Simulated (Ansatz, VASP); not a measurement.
## EuS: VASP beside Ansatz

```
Eu S
1.0
     0.00000    2.97850    2.97850
     5.95700    2.97850    2.97850
     5.95700    5.95700    0.00000
Eu S
2 2
Direct
  0.50000 0.50000 0.00000
  0.50000 0.50000 0.50000
  0.00000 0.00000 0.00000
  0.00000 0.00000 0.50000
```

Alike in both runs: task single point; functional PBE; k mesh 6 × 6 × 6; occupations gaussian, width 0.05 eV; collinear spin; Hubbard terms Eu f U = 4.0 eV, J = 0.7 eV.

```csv
,VASP,Ansatz
version,VASP 6.6.1,Ansatz 0.2.0
potentials or method,"VASP PAW PBE potentials, release 64 (Eu, S), cutoff 600 eV","scalar-relativistic, plane waves, PAW"
valence electrons in the cell,46,46
```

|  | VASP | Ansatz | Ansatz less VASP |
| --- | --- | --- | --- |
| gap on the k mesh at the Fermi level (eV) | 0.04 | 0.36 | +0.318 |
| least direct gap on the mesh (eV) | 0.04 | 0.36 | +0.318 |
| pressure (GPa) | 0.0 | 0.0 | +0.06 |
| net moment per atom (μB) | 0.00 | 0.00 | 0.000 |
| size of the moment on the site where the two differ most (μB) | 6.67 | 6.83 | +0.165 |

Site moments also hang on the region over which each program counts them. The programs project onto different local orbitals, so the same U acts differently, and such runs can settle in different states.

Spin-orbit coupling is off throughout.
